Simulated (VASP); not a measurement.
Here is a VASP 6.6.1 calculation.

File POSCAR:

```
CaSe
1.0
    0.0000000000      3.2303679506      3.3601368478
    3.2303679506      0.0000000000      3.3601368478
    3.2303679506      3.2303679506      0.0000000000
Ca Se
1 1
Direct
    0.0000000000      0.0000000000      0.0000000000
    0.2500000000      0.2500000000      0.2500000000
```

The input INCAR.step1:

```
PREC = Accurate
ENCUT = 520
ISMEAR = 0
SIGMA = 0.01
LREAL = F
LASPH = T
NELM = 100
NBANDS = 15
GGA = PE
ALGO = Normal
EDIFF = 1E-4
LWAVE = T
LCHARG = F
```

The input INCAR.step2:

```
PREC = Accurate
ENCUT = 520
EDIFF = 1E-6
ISMEAR = 0
SIGMA = 0.01
LREAL = F
LASPH = T
NELM = 100
ALGO = Normal
ISIF = 2
LWAVE = F
LCHARG = T
METAGGA = R2SCAN
LMIXTAU = T
LELF = T
LVHAR = T
NBANDS = 15
ISTART = 1
```

The input KPOINTS:

```
regular mesh
0
Gamma
  6 6 6
```

Potentials or basis: VASP PAW PBE potentials, release 64 (Ca_sv, Se).

Command:

```sh
$ cat potpaw_PBE.64/Ca_sv/POTCAR potpaw_PBE.64/Se/POTCAR > POTCAR
$ cp INCAR.step1 INCAR
$ mpirun -np 1 vasp_std > vasp.out
$ cp INCAR.step2 INCAR
$ mpirun -np 1 vasp_std > vasp.out
```

Predict the band gap on the k mesh.

3.64 eV (least direct gap 3.77 eV).

Predict the pressure.

0.4 GPa.

Stress tensor (GPa, compression positive):
```
0.44 0.00 0.00
0.00 0.44 0.00
0.00 0.00 0.20
```

Caveat: the cell differs from its parent crystal (epitaxial xy strain -1.5%); the structure was generated, so it needn't be the stable form of CaSe; the PAW data sets were made with another functional, which shifts forces and pressure a little. A k mesh can miss the band edges.
